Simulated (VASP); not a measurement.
MoSe: single point with PBEsol

MoSe:

```
Mo Se
1.0
     0.00000    2.57485    2.57485
     2.57485    0.00000    2.57485
     2.57485    2.57485    0.00000
Mo Se
1 1
Direct
  0.00000 0.00000 0.00000
  0.50000 0.50000 0.50000
```

* Program: VASP 6.6.1
* Task: single point
* Functional: PBEsol
* Potentials or basis: VASP PAW PBE potentials, release 64 (Mo_sv, Se)
* Cutoff: 520 eV
* k mesh: 14 × 14 × 14
* Occupations: gaussian, width 0.1 eV
* Spin: no spin polarisation
* Dipole correction: no
* Further INCAR settings: ALGO = Normal; EDIFF = 1e-07; NBANDS = 17

| Quantity | Value |
| --- | --- |
| Pressure | 0.4 GPa |
| Band gap on the k mesh | zero (bands 10 and 11 overlap by 2.39 eV) |

Levels at points of the mesh, in eV from the Fermi level:
```tsv
k point	band 6	band 7	band 8	band 9	band 10	band 11	band 12	band 13	band 14	band 15
(0.00, 0.00, 0.00)	-2.28	-2.28	-2.28	-2.11	-2.11	-2.11	-1.68	-1.68	2.98	7.85
(0.50, 0.00, 0.00)	-8.23	-5.79	-5.79	-0.08	-0.08	0.63	2.49	5.04	5.04	6.36
(0.50, 0.50, 0.00)	-6.47	-3.88	-3.88	-3.83	-0.77	0.58	0.58	1.52	2.88	9.91
```

It took 91 s on 1 thread of Intel(R) Xeon(R) Platinum 8175M CPU @ 2.50GHz (Skylake/Cascade Lake), on a shared host, peak memory 0.2 GiB.

Caveat: the PAW data sets were made with another functional, which shifts forces and pressure a little.
